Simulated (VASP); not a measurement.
# LiCl (Fm-3m) in VASP: single point with PBE

Aim: the single point of LiCl with PBE.

Everything below comes from runs of VASP 6.6.1. Logs are shortened: lines on timing, memory, paths and dates and some standing lists are left out, and cuts for length are marked.

## (1) The cell of the first run

It takes space group Fm-3m (No. 225, cubic). Conventional cell: a = 5.130 Å, b = 5.130 Å, c = 5.130 Å, α = 90.00°, β = 90.00°, γ = 90.00°. Li (site symmetry m-3m) has 6 Cl at 2.56 Å within 3.4 Å. Cl (site symmetry m-3m) has 6 Li at 2.56 Å within 3.4 Å.

## (2) Single point, PBE

INCAR reads:

```
  PREC = Accurate
  ENCUT = 520
  EDIFF = 1E-7
  ISMEAR = 0
  SIGMA = 0.05
  LREAL = F
  LASPH = T
  NELM = 60
  ALGO = Normal
  ISIF = 2
  LWAVE = F
  LCHARG = F
  GGA = PE
  NBANDS = 12
```

KPOINTS reads:

```
regular mesh
0
Gamma
  10 10 10
```

POSCAR reads:

```
LiCl
1.0
    0.0000000000      2.5647700000      2.5647700000
    2.5647700000      0.0000000000      2.5647700000
    2.5647700000      2.5647700000      0.0000000000
Li Cl
1 1
Direct
    0.0000000000      0.0000000000      0.0000000000
    0.5000000000      0.5000000000      0.5000000000
```

Potentials or basis: VASP PAW PBE potentials, release 64 (Li_sv, Cl).

Launch:

```bash
> cat potpaw_PBE.64/Li_sv/POTCAR potpaw_PBE.64/Cl/POTCAR > POTCAR
> mpirun -np 1 vasp_std > vasp.out
```

OUTCAR:

```text
PREC = Accurate
   ENCUT = 520
   EDIFF = 1E-7
   ISMEAR = 0
   LREAL = F
   LASPH = T
   NELM = 60
   ISIF = 2
   GGA = PE

 ion  position               nearest neighbor table
   1  0.000  0.000  0.000-   2 2.56   2 2.56   2 2.56   2 2.56   2 2.56   2 2.56
   2  0.500  0.500  0.500-   1 2.56   1 2.56   1 2.56   1 2.56   1 2.56   1 2.56

  LATTYP: Found a face centered cubic cell.
 ALAT       =     5.1295400000

  Lattice vectors:

 A1 = (   0.0000000000,   2.5647700000,   2.5647700000)
 A2 = (   2.5647700000,   0.0000000000,   2.5647700000)
 A3 = (   2.5647700000,   2.5647700000,   0.0000000000)

Analysis of symmetry for initial positions (statically):
=====================================================================
 Subroutine PRICEL returns:
 Original cell was already a primitive cell.

 Routine SETGRP: Setting up the symmetry group for a
 face centered cubic supercell.

 Subroutine GETGRP returns: Found 48 space group operations
 (whereof 48 operations were pure point group operations)
 out of a pool of 48 trial point group operations.

The static configuration has the point symmetry O_h .

Analysis of symmetry for dynamics (positions and initial velocities):
=====================================================================
 Subroutine PRICEL returns:
 Original cell was already a primitive cell.

 Routine SETGRP: Setting up the symmetry group for a
 face centered cubic supercell.

 Subroutine GETGRP returns: Found 48 space group operations
 (whereof 48 operations were pure point group operations)
 out of a pool of 48 trial point group operations.

The dynamic configuration has the point symmetry O_h .

 Subroutine INISYM returns: Found 48 space group operations
 (whereof 48 operations are pure point group operations),
 and found     1 'primitive' translations

----------------------------------------------------------------------------------------

                                     Primitive cell

  volume of cell :      33.7423

  direct lattice vectors                    reciprocal lattice vectors
     0.000000000  2.564770000  2.564770000    -0.194949255  0.194949255  0.194949255
     2.564770000  0.000000000  2.564770000     0.194949255 -0.194949255  0.194949255
     2.564770000  2.564770000  0.000000000     0.194949255  0.194949255 -0.194949255

  length of vectors
     3.627132518  3.627132518  3.627132518     0.337662014  0.337662014  0.337662014

  position of ions in fractional coordinates (direct lattice)
     0.000000000  0.000000000  0.000000000
     0.500000000  0.500000000  0.500000000

  ion indices of the primitive-cell ions
   primitive index   ion index
                 1           1
                 2           2

----------------------------------------------------------------------------------------

 KPOINTS: regular mesh

Automatic generation of k-mesh.
 Grid dimensions read from file:
 generate k-points for:   10   10   10

 Generating k-lattice:

  Cartesian coordinates                     Fractional coordinates (reciprocal lattice)
    -0.019494925  0.019494925  0.019494925     0.100000000  0.000000000  0.000000000
     0.019494925 -0.019494925  0.019494925     0.000000000  0.100000000  0.000000000
     0.019494925  0.019494925 -0.019494925     0.000000000  0.000000000  0.100000000

  Length of vectors
     0.033766201  0.033766201  0.033766201

  Shift w.r.t. Gamma in fractional coordinates (k-lattice)
     0.000000000  0.000000000  0.000000000

 Subroutine IBZKPT returns following result:
 ===========================================

 Found     47 irreducible k-points:

 Following reciprocal coordinates:
            Coordinates               Weight
  0.000000  0.000000  0.000000      1.000000
  0.100000  0.000000  0.000000      8.000000
  0.200000  0.000000  0.000000      8.000000
  0.300000  0.000000  0.000000      8.000000
  0.400000  0.000000  0.000000      8.000000
  0.500000  0.000000  0.000000      4.000000
[... 16 lines left out ...]
  0.300000  0.300000  0.000000      6.000000
  0.400000  0.300000  0.000000     24.000000
 [... further k-points ...]
   k-points           NKPTS =     47   k-points in BZ     NKDIM =     47   number of bands    NBANDS=     12
   number of dos      NEDOS =    301   number of ions     NIONS =      2
   total plane-waves  NPLWV =  21952
   dimension x,y,z NGX =    28 NGY =   28 NGZ =   28
   dimension x,y,z NGXF=    56 NGYF=   56 NGZF=   56
   ions per type =               1   1
   NGX,Y,Z   is equivalent  to a cutoff of  12.83, 12.83, 12.83 a.u.
   NGXF,Y,Z  is equivalent  to a cutoff of  25.67, 25.67, 25.67 a.u.
 SYSTEM =  unknown system
   PREC   = accura    normal or accurate (medium, high low for compatibility)
   ISTART =      0    job   : 0-new  1-cont  2-samecut
   ICHARG =      2    charge: 1-file 2-atom 10-const
   ISPIN  =      1    spin polarized calculation?
   LNONCOLLINEAR =      F non collinear calculations
   LSORBIT =      F    spin-orbit coupling
   LASPH  =      T    aspherical Exc in radial PAW
   ENCUT  =  520.0 eV  38.22 Ry    6.18 a.u.   6.74  6.74  6.74*2*pi/ulx,y,z
   NELM   =     60;   NELMIN=  2; NELMDL= -5     # of ELM steps
   EDIFF  = 0.1E-06   stopping-criterion for ELM
   LREAL  =      F    real-space projection
   EDIFFG = 0.1E-05   stopping-criterion for IOM
   NSW    =      0    number of steps for IOM
   IBRION =     -1    ionic relax: 0-MD 1-quasi-New 2-CG
   NFREE  =      0    steps in history (QN), initial steepest desc. (CG)
   ISIF   =      2    stress and relaxation
   ISYM   =      2    0-nonsym 1-usesym 2-fastsym
   POTIM  = 0.5000    time-step for ionic-motion
   TEBEG  =    0.0;   TEEND  =   0.0 temperature during run
   PSTRESS=    0.0 pullay stress
   NELECT =      10.0000    total number of electrons
   NUPDOWN=      -1.0000    fix difference up-down
   EMIN   =  10.00;   EMAX   =-10.00  energy-range for DOS
   EFERMI =   0.00;   METHOD = LEGACY
   ISMEAR =     0;   SIGMA  =   0.05  broadening in eV -4-tet -1-fermi 0-gaus
   EFERMI_NEDOS =   21; number of points for ismear=-14 and -15
   IALGO  =     38    algorithm
   IMIX   =      4    mixing-type and parameters
     AMIX     =   0.40;   BMIX     =  1.00
     AMIX_MAG =   1.60;   BMIX_MAG =  1.00
  volume/ion in A,a.u.               =      16.87       113.85
  Fermi-wavevector in a.u.,A,eV,Ry     =   1.091482  2.062601 16.209056  1.191332
  Thomas-Fermi vector in A             =   2.227728
   LORBIT       =      0    0 simple, 1 ext, 2 COOP (PROOUT), +10 PAW based schemes
   GGA     = PE    functional components
   LHFCALC =     F    Hartree Fock is set to
   AEXX    =    0.0000 exact exchange contribution
   IVDW    =     0    specifies the selected vdW correction
   LEPSILON=     F    determine dielectric tensor
   LRPA    =     F    only Hartree local field effects (RPA)
 non-spin polarized calculation
 Gauss-broadening in eV      SIGMA  =   0.05
  energy-cutoff  :      520.00
  volume of cell :       33.74
 maximum number of plane-waves:       934
   NGX = 13   NGY = 13   NGZ = 13

 number of electron      10.0000005 magnetization

 Free energy of the ion-electron system (eV)
  ---------------------------------------------------
  ext. energy  EPLUGINS =         0.00000000
  ---------------------------------------------------
  free energy    TOTEN  =        -7.38576876 eV

  energy without entropy =       -7.38576876  energy(sigma->0) =       -7.38576876

 E-fermi :   0.9146     XC(G=0):  -8.7308

 val. band max:        0.5798741935   @ k =  -0.1000   0.1000   0.0000
 cond. band min:       6.9205356222   @ k =   0.0000   0.0000   0.0000
 fundamental gap:      6.3406614287
 Fermi energy:         0.9145917622

 k-point     1 :       0.0000    0.0000    0.0000
  band No.  band energies     occupation
      1     -42.9428      2.00000
      2     -12.8170      2.00000
      3       0.5796      2.00000
      4       0.5796      2.00000
      5       0.5796      2.00000
      6       6.9205      0.00000
      7      12.5179      0.00000
      8      12.5179      0.00000
      9      12.5179      0.00000
     10      15.1081      0.00000
     11      15.1082      0.00000
     12      15.1133      0.00000

 k-point     2 :       0.1000    0.0000    0.0000
  band No.  band energies     occupation
      1     -42.9426      2.00000
      2     -12.7681      2.00000
      3       0.2286      2.00000
      4       0.5526      2.00000
      5       0.5526      2.00000
      6       7.2382      0.00000
      7      11.9297      0.00000
      8      12.5191      0.00000
      9      12.5191      0.00000
     10      13.7914      0.00000
     11      13.7914      0.00000
     12      15.4569      0.00000

 k-point     3 :       0.2000    0.0000    0.0000
  band No.  band energies     occupation
      1     -42.9419      2.00000
      2     -12.6351      2.00000
      3      -0.5660      2.00000
      4       0.4849      2.00000
      5       0.4849      2.00000
      6       7.7382      0.00000
      7      11.4241      0.00000
      8      11.7547      0.00000
      9      11.7547      0.00000
     10      14.0143      0.00000
     11      14.0144      0.00000
     12      15.9045      0.00000
[... 286 lines left out ...]
 k-point    23 :       0.3000    0.3000    0.0000
  band No.  band energies     occupation
      1     -42.9405      2.00000
      2     -12.3207      2.00000
      3      -1.3586      2.00000
      4      -0.1743      2.00000
      5      -0.1743      2.00000
      6       9.1542      0.00000
      7       9.6874      0.00000
      8      10.6400      0.00000
      9      13.4644      0.00000
     10      13.4644      0.00000
     11      16.5526      0.00000
     12      19.0209      0.00000

 k-point    24 :       0.4000    0.3000    0.0000
  band No.  band energies     occupation
      1     -42.9400      2.00000
      2     -12.1911      2.00000
      3      -1.7480      2.00000
      4      -0.4055      2.00000
      5      -0.2771      2.00000
      6       8.9477      0.00000
      7       9.5647      0.00000
      8      11.1598      0.00000
      9      13.2634      0.00000
     10      14.1654      0.00000
     11      17.5264      0.00000
     12      19.4244      0.00000

 [... further k-points ...]

------------------------ aborting loop because EDIFF is reached ----------------------------------------

  FORCE on cell =-STRESS in cart. coord.  units (eV):
  Direction    XX          YY          ZZ          XY          YZ          ZX
  --------------------------------------------------------------------------------------
  -------------------------------------------------------------------------------------
  Total        0.0604570      0.0604570      0.0604570      0.0000000     -0.0000000      0.0000000
  in kB        2.8706604      2.8706604      2.8706604      0.0000000     -0.0000000      0.0000000
  external PRESSURE =       2.8706604 kB  Pullay stress =       0.0000000 kB

 VOLUME and BASIS-vectors are now :
 -----------------------------------------------------------------------------
  energy-cutoff  :      520.00
  volume of cell :       33.74
      direct lattice vectors                 reciprocal lattice vectors
     0.000000000  2.564770000  2.564770000    -0.194949255  0.194949255  0.194949255
     2.564770000  0.000000000  2.564770000     0.194949255 -0.194949255  0.194949255
     2.564770000  2.564770000  0.000000000     0.194949255  0.194949255 -0.194949255

 POSITION                                       TOTAL-FORCE (eV/Angst)
 -----------------------------------------------------------------------------------
      0.00000      0.00000      0.00000        -0.000000      0.000000      0.000000
      2.56477      2.56477      2.56477         0.000000     -0.000000     -0.000000
 -----------------------------------------------------------------------------------
    total drift:                                0.000000      0.000000      0.000000

  FREE ENERGIE OF THE ION-ELECTRON SYSTEM (eV)
  ---------------------------------------------------
  free  energy   TOTEN  =        -7.3857687564 eV

  energy  without entropy=       -7.3857687564  energy(sigma->0) =       -7.38576876
```

It took 35 s on 1 thread of Intel Xeon 8259CL, shared host; peak memory 0.15 GiB.

What came out:

```yaml
Free_energy: -7.3858 eV
Band_gap_on_the_k_mesh: 6.34 eV
```

Caveat: the cutoff is under 1.25 times the usual one of these potentials, so pressure, stress and relaxed cells hold a basis-set (Pulay) error. A k mesh can miss the band edges.
